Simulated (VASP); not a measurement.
Set up this calculation in VASP 6.6.1, as the native input.

- Task: relaxation of cell and atoms
- Functional: LDA
- Potentials or basis: VASP PAW LDA potentials, release 64 (C)
- Cutoff: 600 eV
- k mesh: 11 × 11 × 11
- Occupations: gaussian, width 0.02 eV
- Spin: no spin polarisation
- Dipole correction: no
- Further INCAR settings: ALGO = Normal; EDIFF = 1e-06; IBRION = 2; EDIFFG = -0.03; NSW = 80; ISIF = 3

The structure of C lies in POSCAR:

```
C
1.0
    1.2280290000      0.7090030000      3.3470110000
   -1.2280290000      0.7090030000      3.3470110000
    0.0000000000     -1.4180050000      3.3470110000
C
2
Direct
    0.8360000000      0.8360000000      0.8360000000
    0.1640000000      0.1640000000      0.1640000000
```

The input as run:

INCAR

```
SYSTEM = C
  ALGO = Normal
  EDIFF = 1E-6
  EDIFFG = -0.03
  ENCUT = 600
  GGA = CA
  IBRION = 2
  ISIF = 3
  ISMEAR = 0
  LASPH = .True.
  LCHARG = .False.
  LREAL = .False.
  LWAVE = .False.
  NELM = 60
  NSW = 80
  PREC = Accurate
  SIGMA = 0.02
```

KPOINTS

```
k-points
0
Gamma
  11 11 11
  0 0 0
```

Potentials or basis: VASP PAW LDA potentials, release 64 (C).

The run is started by

```bash
$ cat potpaw_LDA.64/C/POTCAR > POTCAR
$ mpirun -np 1 vasp_std > vasp.out
```

Results of the run:

```json
{"Relaxed volume": "8.65 Å³/atom", "Relaxed cell": "a = 3.626 Å, b = 3.626 Å, c = 3.626 Å, α = 39.42°, β = 39.42°, γ = 39.42°", "Space group after relaxing (to 0.1 Å)": "R-3m (No. 166)", "Energy gained by relaxing": "13.1 meV/atom", "Ionic steps": "6", "Pressure after relaxing": "-0.2 GPa"}
```

Wall time 50 s on 1 thread of Intel(R) Xeon(R) 6975P-C (Granite Rapids), on a shared host, peak memory 0.14 GiB.
